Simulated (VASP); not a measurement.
# TiNi in VASP: notebook

TiNi is run at these levels: PBEsol; tasks: single point.

All numbers are computed with VASP 6.6.1; they aren't measurements. Logs are shortened: lines on timing, memory, paths and dates and some standing lists are left out, and cuts for length are marked.

### Step 1. The cell of the first run

Symmetry: P4/mmm, No. 123, tetragonal system. The conventional cell has a = 3.015 Å, b = 3.015 Å, c = 2.944 Å, α = 90.00°, β = 90.00°, γ = 90.00°. Ti (site symmetry 4/mmm) has 8 Ni at 2.59 Å and 6 Ti at 2.94 to 3.02 Å within 3.4 Å. Within 3.4 Å of Ni (site symmetry 4/mmm) lie 8 Ti at 2.59 Å and 6 Ni at 2.94 to 3.02 Å.

### Step 2. Single point, PBEsol (biaxial strain in the a-b plane: +1.5 %)

File INCAR:

```
SYSTEM = TiNi
ALGO = Fast
EDIFF = 1E-6
ENCUT = 520
GGA = PS
ISIF = 2
ISMEAR = 0
LASPH = .TRUE.
LCHARG = .FALSE.
LREAL = .FALSE.
LWAVE = .FALSE.
NBANDS = 18
NELM = 60
PREC = Accurate
SIGMA = 0.1
```

File KPOINTS:

```
k-points
0
G
  18 18 18
  0 0 0
```

File POSCAR:

```
TiNi
1.0
    3.0154340951      0.0000000000      0.0000000000
    0.0000000000      3.0154340951      0.0000000000
    0.0000000000      0.0000000000      2.9441331904
Ti Ni
1 1
Direct
    0.5000000000      0.5000000000      0.5000000000
    0.0000000000      0.0000000000      0.0000000000
```

Potentials or basis: VASP PAW PBE potentials, release 64 (Ti_sv, Ni).

Launch:

```console
$ cat potpaw_PBE.64/Ti_sv/POTCAR potpaw_PBE.64/Ni/POTCAR > POTCAR
$ mpirun -np 1 vasp_std > vasp.out
```

OUTCAR:

```text
SYSTEM = TiNi
   EDIFF = 1E-6
   ENCUT = 520
   GGA = PS
   ISIF = 2
   ISMEAR = 0
   LASPH = .TRUE.
   LREAL = .FALSE.
   NELM = 60
   PREC = Accurate

 ion  position               nearest neighbor table
   1  0.500  0.500  0.500-   2 2.59   2 2.59   2 2.59   2 2.59   2 2.59   2 2.59   2 2.59   2 2.59

   2  0.000  0.000  0.000-   1 2.59   1 2.59   1 2.59   1 2.59   1 2.59   1 2.59   1 2.59   1 2.59

  LATTYP: Found a simple tetragonal cell.
 ALAT       =     3.0154340951
 C/A-ratio  =     0.9763546798

  Lattice vectors:

 A1 = (   3.0154340951,   0.0000000000,   0.0000000000)
 A2 = (   0.0000000000,   3.0154340951,   0.0000000000)
 A3 = (   0.0000000000,   0.0000000000,   2.9441331904)

Analysis of symmetry for initial positions (statically):
=====================================================================
 Subroutine PRICEL returns:
 Original cell was already a primitive cell.

 Routine SETGRP: Setting up the symmetry group for a
 simple tetragonal supercell.

 Subroutine GETGRP returns: Found 16 space group operations
 (whereof 16 operations were pure point group operations)
 out of a pool of 16 trial point group operations.

The static configuration has the point symmetry D_4h.

Analysis of symmetry for dynamics (positions and initial velocities):
=====================================================================
 Subroutine PRICEL returns:
 Original cell was already a primitive cell.

 Routine SETGRP: Setting up the symmetry group for a
 simple tetragonal supercell.

 Subroutine GETGRP returns: Found 16 space group operations
 (whereof 16 operations were pure point group operations)
 out of a pool of 16 trial point group operations.

The dynamic configuration has the point symmetry D_4h.

 Subroutine INISYM returns: Found 16 space group operations
 (whereof 16 operations are pure point group operations),
 and found     1 'primitive' translations

----------------------------------------------------------------------------------------

                                     Primitive cell

  volume of cell :      26.7705

  direct lattice vectors                    reciprocal lattice vectors
     3.015434095  0.000000000  0.000000000     0.331627211  0.000000000  0.000000000
     0.000000000  3.015434095  0.000000000     0.000000000  0.331627211  0.000000000
     0.000000000  0.000000000  2.944133190     0.000000000  0.000000000  0.339658546

  length of vectors
     3.015434095  3.015434095  2.944133190     0.331627211  0.331627211  0.339658546

  position of ions in fractional coordinates (direct lattice)
     0.500000000  0.500000000  0.500000000
     0.000000000  0.000000000  0.000000000

  ion indices of the primitive-cell ions
   primitive index   ion index
                 1           1
                 2           2

----------------------------------------------------------------------------------------

 KPOINTS: k-points

Automatic generation of k-mesh.
 Grid dimensions read from file:
 generate k-points for:   18   18   18

 Generating k-lattice:

  Cartesian coordinates                     Fractional coordinates (reciprocal lattice)
     0.018423734  0.000000000  0.000000000     0.055555556  0.000000000  0.000000000
     0.000000000  0.018423734  0.000000000     0.000000000  0.055555556  0.000000000
     0.000000000  0.000000000  0.018869919     0.000000000  0.000000000  0.055555556

  Length of vectors
     0.018423734  0.018423734  0.018869919

  Shift w.r.t. Gamma in fractional coordinates (k-lattice)
     0.000000000  0.000000000  0.000000000

 Subroutine IBZKPT returns following result:
 ===========================================

 Found    550 irreducible k-points:

 Following reciprocal coordinates:
            Coordinates               Weight
  0.000000  0.000000  0.000000      1.000000
  0.055556  0.000000  0.000000      4.000000
  0.111111  0.000000  0.000000      4.000000
  0.166667  0.000000  0.000000      4.000000
  0.222222  0.000000  0.000000      4.000000
  0.277778  0.000000  0.000000      4.000000
[... 16 lines left out ...]
  0.277778  0.111111  0.000000      8.000000
  0.333333  0.111111  0.000000      8.000000
 [... further k-points ...]
   k-points           NKPTS =    550   k-points in BZ     NKDIM =    550   number of bands    NBANDS=     18
   number of dos      NEDOS =    301   number of ions     NIONS =      2
   total plane-waves  NPLWV =  13824
   dimension x,y,z NGX =    24 NGY =   24 NGZ =   24
   dimension x,y,z NGXF=    48 NGYF=   48 NGZF=   48
   ions per type =               1   1
   NGX,Y,Z   is equivalent  to a cutoff of  13.23, 13.23, 13.55 a.u.
   NGXF,Y,Z  is equivalent  to a cutoff of  26.46, 26.46, 27.10 a.u.
 SYSTEM =  TiNi
   PREC   = accura    normal or accurate (medium, high low for compatibility)
   ISTART =      0    job   : 0-new  1-cont  2-samecut
   ICHARG =      2    charge: 1-file 2-atom 10-const
   ISPIN  =      1    spin polarized calculation?
   LNONCOLLINEAR =      F non collinear calculations
   LSORBIT =      F    spin-orbit coupling
   LASPH  =      T    aspherical Exc in radial PAW
   ENCUT  =  520.0 eV  38.22 Ry    6.18 a.u.   5.61  5.61  5.47*2*pi/ulx,y,z
   NELM   =     60;   NELMIN=  2; NELMDL= -5     # of ELM steps
   EDIFF  = 0.1E-05   stopping-criterion for ELM
   LREAL  =      F    real-space projection
   EDIFFG = 0.1E-04   stopping-criterion for IOM
   NSW    =      0    number of steps for IOM
   IBRION =     -1    ionic relax: 0-MD 1-quasi-New 2-CG
   NFREE  =      0    steps in history (QN), initial steepest desc. (CG)
   ISIF   =      2    stress and relaxation
   ISYM   =      2    0-nonsym 1-usesym 2-fastsym
   POTIM  = 0.5000    time-step for ionic-motion
   TEBEG  =    0.0;   TEEND  =   0.0 temperature during run
   PSTRESS=    0.0 pullay stress
   NELECT =      22.0000    total number of electrons
   NUPDOWN=      -1.0000    fix difference up-down
   EMIN   =  10.00;   EMAX   =-10.00  energy-range for DOS
   EFERMI =   0.00;   METHOD = LEGACY
   ISMEAR =     0;   SIGMA  =   0.10  broadening in eV -4-tet -1-fermi 0-gaus
   EFERMI_NEDOS =   21; number of points for ismear=-14 and -15
   IALGO  =     68    algorithm
   IMIX   =      4    mixing-type and parameters
     AMIX     =   0.40;   BMIX     =  1.00
     AMIX_MAG =   1.60;   BMIX_MAG =  1.00
  volume/ion in A,a.u.               =      13.39        90.33
  Fermi-wavevector in a.u.,A,eV,Ry     =   1.533428  2.897758 31.992752  2.351401
  Thomas-Fermi vector in A             =   2.640496
   LORBIT       =      0    0 simple, 1 ext, 2 COOP (PROOUT), +10 PAW based schemes
   GGA     = PS    functional components
   LHFCALC =     F    Hartree Fock is set to
   AEXX    =    0.0000 exact exchange contribution
   IVDW    =     0    specifies the selected vdW correction
   LEPSILON=     F    determine dielectric tensor
   LRPA    =     F    only Hartree local field effects (RPA)
 non-spin polarized calculation
 RMM-DIIS sequential band-by-band and
 Gauss-broadening in eV      SIGMA  =   0.10
  energy-cutoff  :      520.00
  volume of cell :       26.77
 maximum number of plane-waves:       739
 NGX is ok and might be reduce to    24
   NGX = 11   NGY = 11   NGZ = 11

 number of electron      21.9999996 magnetization

 Free energy of the ion-electron system (eV)
  ---------------------------------------------------
  ext. energy  EPLUGINS =         0.00000000
  ---------------------------------------------------
  free energy    TOTEN  =       -15.20296414 eV

  energy without entropy =      -15.18865821  energy(sigma->0) =      -15.19581117

 E-fermi :   9.4274     XC(G=0): -12.6453

 val. band max:        9.4241733892   @ k =   0.0556   0.0556   0.2778
 cond. band min:       9.4278122435   @ k =   0.3333   0.1667   0.0000
 fundamental gap:      0.0036388542
 Fermi energy:         9.4274054124

 k-point     1 :       0.0000    0.0000    0.0000
  band No.  band energies     occupation
      1     -47.5179      2.00000
      2     -23.7265      2.00000
      3     -23.7265      2.00000
      4     -23.6820      2.00000
      5       1.6074      2.00000
      6       5.5193      2.00000
[... 10 lines left out ...]
     17      17.8131      0.00000
     18      18.6138      0.00000

 k-point     2 :       0.0556    0.0000    0.0000
  band No.  band energies     occupation
      1     -47.5171      2.00000
      2     -23.7350      2.00000
      3     -23.7258      2.00000
      4     -23.6814      2.00000
      5       1.6671      2.00000
      6       5.5442      2.00000
[... 10 lines left out ...]
     17      17.9584      0.00000
     18      18.7485      0.00000

 k-point     3 :       0.1111    0.0000    0.0000
  band No.  band energies     occupation
      1     -47.5146      2.00000
      2     -23.7595      2.00000
      3     -23.7240      2.00000
      4     -23.6796      2.00000
      5       1.8444      2.00000
      6       5.6156      2.00000
[... 10 lines left out ...]
     17      18.3669      0.00000
     18      19.1309      0.00000

 k-point     4 :       0.1667    0.0000    0.0000
  band No.  band energies     occupation
      1     -47.5107      2.00000
      2     -23.7969      2.00000
      3     -23.7212      2.00000
      4     -23.6768      2.00000
      5       2.1340      2.00000
      6       5.7223      2.00000
[... 375 lines left out ...]
      4     -23.6709      2.00000
      5       2.7372      2.00000
      6       5.9320      2.00000
[... 10 lines left out ...]
     17      18.5270      0.00000
     18      20.8002      0.00000

 k-point    23 :       0.2778    0.1111    0.0000
  band No.  band energies     occupation
      1     -47.4979      2.00000
      2     -23.8869      2.00000
      3     -23.7455      2.00000
      4     -23.6672      2.00000
      5       3.2021      2.00000
      6       6.0229      2.00000
[... 10 lines left out ...]
     17      19.2358      0.00000
     18      21.5989      0.00000

 k-point    24 :       0.3333    0.1111    0.0000
  band No.  band energies     occupation
      1     -47.4932      2.00000
      2     -23.9315      2.00000
      3     -23.7417      2.00000
      4     -23.6638      2.00000
      5       3.7305      2.00000
      6       6.0636      2.00000
[... 10 lines left out ...]
     17      19.9701      0.00000
     18      22.4953      0.00000

 [... further k-points ...]

------------------------ aborting loop because EDIFF is reached ----------------------------------------

  FORCE on cell =-STRESS in cart. coord.  units (eV):
  Direction    XX          YY          ZZ          XY          YZ          ZX
  --------------------------------------------------------------------------------------
  -------------------------------------------------------------------------------------
  Total       -0.6650495     -0.6650495     -0.5276728      0.0000000      0.0000000     -0.0000000
  in kB      -39.8022295    -39.8022295    -31.5804373      0.0000000      0.0000000     -0.0000000
  external PRESSURE =     -37.0616321 kB  Pullay stress =       0.0000000 kB

 VOLUME and BASIS-vectors are now :
 -----------------------------------------------------------------------------
  energy-cutoff  :      520.00
  volume of cell :       26.77
      direct lattice vectors                 reciprocal lattice vectors
     3.015434095  0.000000000  0.000000000     0.331627211  0.000000000  0.000000000
     0.000000000  3.015434095  0.000000000     0.000000000  0.331627211  0.000000000
     0.000000000  0.000000000  2.944133190     0.000000000  0.000000000  0.339658546

 POSITION                                       TOTAL-FORCE (eV/Angst)
 -----------------------------------------------------------------------------------
      1.50772      1.50772      1.47207         0.000000      0.000000      0.000000
      0.00000      0.00000      0.00000         0.000000      0.000000      0.000000
 -----------------------------------------------------------------------------------
    total drift:                                0.000000      0.000000     -0.000000

  FREE ENERGIE OF THE ION-ELECTRON SYSTEM (eV)
  ---------------------------------------------------
  free  energy   TOTEN  =       -15.2029641383 eV

  energy  without entropy=      -15.1886582071  energy(sigma->0) =      -15.19581117
```

Wall time 6.5 min (1 thread of Intel Xeon 8259CL, shared host); peak memory 0.38 GiB.

What came out:

* Free energy: -15.2030 eV
* Pressure: -3.7 GPa
* Band gap on the k mesh: zero (bands 11 and 12 overlap by 1.74 eV)

Caveat: the cell differs from its parent crystal (biaxial strain in the a-b plane: +1.5 %); the cell stands under tension; the PAW data sets were made with another functional, which shifts forces and pressure a little. Spin polarisation is off, so any magnetic state and its effect on volume and gap are missing.

### Step 3. Single point, PBEsol (biaxial strain in the a-b plane: +3.0 %)

File INCAR:

```
SYSTEM = TiNi
PREC = Accurate
ENCUT = 520
EDIFF = 1E-6
ISMEAR = 0
SIGMA = 0.1
LREAL = .False.
LASPH = .True.
NELM = 80
ALGO = Fast
ISIF = 2
LWAVE = .False.
LCHARG = .False.
GGA = PS
NBANDS = 18
```

File KPOINTS:

```
Automatic mesh
0
Gamma
  18 18 18
  0 0 0
```

File POSCAR:

```
TiNi
1.0
    3.0599971606      0.0000000000      0.0000000000
    0.0000000000      3.0599971606      0.0000000000
    0.0000000000      0.0000000000      2.9173953511
Ti Ni
1 1
Direct
    0.5000000000      0.5000000000      0.5000000000
    0.0000000000      0.0000000000      0.0000000000
```

Potentials or basis: VASP PAW PBE potentials, release 64 (Ti_sv, Ni).

Launch:

```console
$ cat potpaw_PBE.64/Ti_sv/POTCAR potpaw_PBE.64/Ni/POTCAR > POTCAR
$ mpirun -np 1 vasp_std > vasp.out
```

It took 5.3 min on 1 thread of Intel Xeon 8259CL, shared host; peak memory 0.38 GiB.

It converged, with:

| Item | Value |
| --- | --- |
| Free energy | -15.1820 eV |
| Pressure | -6.8 GPa |
| Band gap on the k mesh | zero (bands 11 and 12 overlap by 1.70 eV) |

Stress tensor (GPa, compression positive):
```
-7.27  0.00  0.00
 0.00 -7.27  0.00
 0.00  0.00 -5.85
```

Levels at points of the mesh, in eV from the Fermi level:
```tsv
k point	band 8	band 9	band 10	band 11	band 12	band 13	band 14	band 15
(0.00, 0.00, 0.00)	-2.05	-1.86	-1.86	0.30	0.56	2.49	2.58	2.58
(0.50, 0.00, 0.00)	-2.07	-1.93	-1.60	-0.76	-0.73	0.51	0.96	2.26
(0.50, 0.50, 0.00)	-2.48	-1.31	-0.90	0.24	0.24	0.63	2.32	2.32
(0.00, 0.00, 0.50)	-2.10	-2.10	-1.69	-0.58	-0.33	0.46	0.46	2.09
(0.50, 0.00, 0.50)	-2.75	-1.24	-0.60	0.53	0.67	1.02	2.14	2.27
(0.50, 0.50, 0.50)	-2.13	-2.13	-1.95	-1.28	-1.17	2.94	3.19	6.07
```

Caveat: the cell differs from its parent crystal (biaxial strain in the a-b plane: +3.0 %); the cell stands under tension; the PAW data sets were made with another functional, which shifts forces and pressure a little.

### Step 4. Single point, PBEsol, collinear spin, ferromagnetic start

This run uses another cell than the first one, of 13.11 Å³/atom.

File INCAR:

```
SYSTEM = TiNi
ALGO     = Normal         ! electronic algorithm
EDIFF    = 1E-6           ! SCF threshold, eV
ENCUT    = 520            ! plane-wave cutoff, eV
GGA      = PS             ! functional
ISIF     = 2              ! what is computed and relaxed
ISMEAR   = 0              ! smearing method
ISPIN    = 2              ! spin polarisation
LASPH    = .TRUE.         ! aspherical terms in the spheres
LCHARG   = .FALSE.        ! write CHGCAR
LMAXMIX  = 4              ! l up to which the mixer works
LORBIT   = 11             ! projections on sites
LREAL    = .FALSE.        ! projectors in reciprocal space
LWAVE    = .FALSE.        ! write WAVECAR
MAGMOM   = 0.31 0.25      ! initial moments
NBANDS   = 22             ! bands
NELM     = 150            ! most SCF steps
PREC     = Accurate       ! precision mode
SIGMA    = 0.1            ! smearing width, eV
```

File KPOINTS:

```
k-points
0
G
  14 14 14
  0 0 0
```

File POSCAR:

```
TiNi
1.0
    2.9708710297      0.0000000000      0.0000000000
    0.0000000000      2.9708710297      0.0000000000
    0.0000000000      0.0000000000      2.9708710297
Ti Ni
1 1
Direct
    0.5000000000      0.5000000000      0.5000000000
    0.0000000000      0.0000000000      0.0000000000
```

Launch:

```console
$ cat potpaw_PBE.64/Ti_sv/POTCAR potpaw_PBE.64/Ni/POTCAR > POTCAR
$ mpirun -np 1 vasp_std > vasp.out
```

Wall time 2.4 min (1 thread of Intel Xeon 8259CL, shared host); peak memory 0.23 GiB.

Results (log left out):

```
Free energy                                           : -15.2092 eV
Pressure                                              : -0.2 GPa
Band gap on the k mesh                                : zero (filled and empty bands overlap)
Net moment                                            : 0.00 μB per cell
Valence electrons inside the program's atomic spheres : Ti 10.29; Ni 9.41
```

Levels at points of the mesh, in eV from the Fermi level:
Spin up:
| k point | band 8 | band 9 | band 10 | band 11 | band 12 | band 13 | band 14 | band 15 |
| --- | --- | --- | --- | --- | --- | --- | --- | --- |
| (0.00, 0.00, 0.00) | -2.02 | -2.02 | -2.02 | 0.47 | 0.47 | 2.68 | 2.68 | 2.68 |
| (0.50, 0.00, 0.00) | -2.13 | -2.13 | -1.71 | -0.76 | -0.59 | 0.66 | 0.66 | 2.30 |
| (0.50, 0.50, 0.00) | -2.81 | -1.30 | -0.74 | 0.52 | 0.52 | 0.95 | 2.37 | 2.37 |
| (0.50, 0.50, 0.50) | -2.20 | -2.20 | -2.20 | -1.27 | -1.27 | 3.23 | 3.23 | 6.33 |
Spin down:
| k point | band 7 | band 8 | band 9 | band 10 | band 11 | band 12 | band 13 | band 14 | band 15 | band 16 |
| --- | --- | --- | --- | --- | --- | --- | --- | --- | --- | --- |
| (0.00, 0.00, 0.00) | -3.98 | -2.02 | -2.02 | -2.02 | 0.47 | 0.47 | 2.68 | 2.68 | 2.68 | 8.80 |
| (0.50, 0.00, 0.00) | -2.81 | -2.13 | -2.13 | -1.71 | -0.76 | -0.59 | 0.66 | 0.66 | 2.30 | 3.92 |
| (0.50, 0.50, 0.00) | -2.81 | -2.81 | -1.30 | -0.74 | 0.52 | 0.52 | 0.95 | 2.37 | 2.37 | 3.15 |
| (0.50, 0.50, 0.50) | -2.86 | -2.20 | -2.20 | -2.20 | -1.27 | -1.27 | 3.23 | 3.23 | 6.33 | 8.15 |

Caveat: the PAW data sets were made with another functional, which shifts forces and pressure a little.

### Step 5. The runs side by side

```tsv
spin	cell	k mesh	gap on the mesh (eV)	pressure (GPa)
off	a = 3.015, b = 3.015, c = 2.944 Å, 2 atoms	18 × 18 × 18	none	-3.7
off	a = 3.060, b = 3.060, c = 2.917 Å, 2 atoms	18 × 18 × 18	none	-6.8
collinear, ferromagnetic start	a = 2.971 Å, 2 atoms	14 × 14 × 14	none	-0.2
```

Alike in all rows: task single point; level PBEsol; potentials or basis VASP PAW PBE potentials, release 64 (Ti_sv, Ni); cutoff (eV) 520; smearing gaussian 0.1 eV.

Caveats: the PAW data sets were made with another functional, which shifts forces and pressure a little; the cell stands under tension (at least some runs).

Absolute energies hang on the potentials; compare differences alone.
